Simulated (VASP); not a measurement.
LiTlSe2:

```
Li Se Tl
1.0
     4.26392    0.00000    0.00000
     0.00000    4.26392    0.00000
     0.00000    0.00000    5.98025
Li Se Tl
1 2 1
Direct
  0.00000 0.00000 0.00000
  0.00000 0.50000 0.22921
  0.50000 0.00000 0.77079
  0.50000 0.50000 0.50000
```

Base run:

| Property | Result |
| --- | --- |
| Program | VASP 6.6.1 |
| Functional | r2SCAN |
| Potentials or basis | VASP PAW PBE potentials, release 64 (Li_sv, Se, Tl_d) |
| Cutoff | 520 eV |
| k mesh | 6 × 6 × 4 |
| Occupations | gaussian, width 0.01 eV |
| Spin | no spin polarisation |

Its results: band gap on the k mesh 0.71 eV; largest force 0.014 eV/Å.

Question: After a change of settings the same cell gave: band gap on the k mesh 0.30 eV; largest force 0.030 eV/Å. Which change was it?
A. functional from r2SCAN to r2SCAN0; cutoff from 520 eV to 720 eV; k mesh from 6 × 6 × 4 to 4 × 4 × 4
B. functional from r2SCAN to HSE06; cutoff from 520 eV to 650 eV; k mesh from 6 × 6 × 4 to 4 × 4 × 4
C. functional from r2SCAN to LDA; potentials or basis from VASP PAW PBE potentials, release 64 (Li_sv, Se, Tl_d) to VASP PAW LDA potentials, release 64 (Li_sv, Se, Tl_d)

Answer: C.

Caveats: spin-orbit coupling is left out, which moves the levels of the heavy elements; the PAW data sets were made with another functional, which shifts forces and pressure a little (at least some runs).
